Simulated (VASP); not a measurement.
AlRu, 2 atoms in the cell. It takes space group Pm-3m (No. 221, cubic). Conventional cell: a = 3.031 Å, b = 3.031 Å, c = 3.031 Å, α = 90.00°, β = 90.00°, γ = 90.00°. Within 3.5 Å of Al (site symmetry m-3m) lie 8 Ru at 2.62 Å and 6 Al at 3.03 Å. Ru (site symmetry m-3m) has 8 Al at 2.62 Å and 6 Ru at 3.03 Å within 3.5 Å.  This cell differs from its parent crystal: volume scaled by 1.04, then relaxed in part.

* Program: VASP 6.6.1
* Task: single point
* Functional: PBE
* Potentials or basis: VASP PAW PBE potentials, release 64 (Al, Ru_pv)
* Cutoff: 520 eV
* k mesh: 16 × 16 × 16
* Occupations: fermi-dirac, width 0.05 eV
* Spin: no spin polarisation
* Dipole correction: no
* Further INCAR settings: ALGO = Normal; EDIFF = 1e-07; NBANDS = 16

Potentials or basis: VASP PAW PBE potentials, release 64 (Al, Ru_pv).

The run is started by

```console
$ cat potpaw_PBE.64/Al/POTCAR potpaw_PBE.64/Ru_pv/POTCAR > POTCAR
$ mpirun -np 1 vasp_std > vasp.out
```

Hardware: 1 thread of Intel Xeon 6975P-C (shared host).

Task: How long does it take, and how much memory?

Result: It took 26 s on 1 thread of Intel Xeon 6975P-C, with other jobs on the host, peak memory 0.19 GiB. Counts: scf iterations 13, k points 165.
